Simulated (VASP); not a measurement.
BP: single point with BHLYP

BP:

```xyz
2
Lattice="0.0000 2.2538 2.2538 2.2538 0.0000 2.2538 2.2538 2.2538 0.0000" Properties=species:S:1:pos:R:3 pbc="T T T"
P     3.3807    3.3807    3.3807
B     0.0000    0.0000    0.0000
```

| Item | Value |
| --- | --- |
| Program | VASP 6.6.1 |
| Task | single point |
| Functional | BHLYP |
| Potentials or basis | VASP PAW PBE potentials, release 64 (P, B) |
| Cutoff | 520 eV |
| k mesh | 5 × 5 × 5 |
| Occupations | fermi-dirac, width 0.05 eV |
| Spin | no spin polarisation |
| Dipole correction | no |
| Grid for exact exchange (PRECFOCK) | Normal |
| Further INCAR settings | ALGO = Normal; EDIFF = 1e-06; NBANDS = 11 |

The pressure is 2.9 GPa. The band gap on the k mesh is 4.65 eV, indirect (least direct gap 7.16 eV).

Levels at points of the mesh, in eV from the valence-band top:
| k point | band 1 | band 2 | band 3 | band 4 | band 5 | band 6 | band 7 | band 8 |
| --- | --- | --- | --- | --- | --- | --- | --- | --- |
| (0.00, 0.00, 0.00) | -18.75 | 0.00 | 0.00 | 0.00 | 7.16 | 7.16 | 7.16 | 12.14 |

Run time: 62 s on 1 thread of Intel(R) Xeon(R) 6975P-C (Granite Rapids), with other jobs on the host, peak memory 0.13 GiB.

Caveat: the k points lie up to 0.48 Å⁻¹ apart; the PAW data sets were made with another functional, which shifts forces and pressure a little. A k mesh can miss the band edges.
